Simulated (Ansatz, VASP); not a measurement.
## Si: VASP beside Ansatz

```
Si
1.0
     0.00000    2.71535    2.71535
     2.71535    0.00000    2.71535
     2.71535    2.71535    0.00000
Si
2
Direct
  0.00000 0.00000 0.00000
  0.25000 0.25000 0.25000
```

Alike in both runs: task relaxation of cell and atoms; functional r2SCAN; k mesh 9 × 9 × 9; occupations fermi-dirac, width 0.01 eV; no spin polarisation.

|  | VASP | Ansatz |
| --- | --- | --- |
| version | VASP 6.6.1 | Ansatz 0.2.0 |
| potentials or method | VASP PAW PBE potentials, release 64 (Si), cutoff 600 eV | plane-wave PAW DFT |
| valence electrons in the cell | 8 | 8 |

Ansatz gave:

- relaxed volume (Å³/atom): 20.17
- relaxed cell length with the largest relative difference (Å): 3.849

**Question.** Which values does VASP return?

**Answer.** Relaxed volume (Å³/atom): 20.12; relaxed cell length with the largest relative difference (Å): 3.846.

VASP's potentials were made for PBE, not for r2SCAN.
